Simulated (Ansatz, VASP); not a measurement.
N in VASP and in Ansatz

```
N
1.0
     9.00000    0.00000    0.00000
     0.00000    9.20000    0.00000
     0.00000    0.00000   10.10000
N
2
Direct
  0.50000 0.50000 0.44588
  0.50000 0.50000 0.55412
```

Alike in both runs: functional LDA; k mesh 1 × 1 × 1; occupations fermi-dirac, width 0.01 eV; no spin polarisation.

Ansatz relaxed the structure, and its values are those at the end. VASP's run is a single point on that final structure, the one shown.

|  | VASP | Ansatz |
| --- | --- | --- |
| version | VASP 6.6.1 | Ansatz 0.2.0 |
| potentials or method | VASP PAW LDA potentials, release 64 (N_h) | PAW with Ansatz's default frozen-core files, scalar-relativistic |
| plane-wave cutoff (eV) | 910 | 420 |
| valence electrons in the cell | 10 | 10 |

VASP gave:

- gap on the k mesh at the Fermi level (eV): 8.25
- rms of the force components (eV/Å): 0.184

Task: Estimate Ansatz's values.

Result: gap on the k mesh at the Fermi level (eV): 8.25; rms of the force components (eV/Å): 0.000.

LDA's correlation is that of Perdew and Zunger in VASP and of Perdew and Wang (1992) in Ansatz. One of these differences is far larger than is usual between the two programs; its cause wasn't traced. Ansatz's warnings: stress scf threshold loose, xc potential rough in thin density.

Noted on VASP's run: the cutoff is under 1.25 times that of the potentials, so the pressure is a little rough.
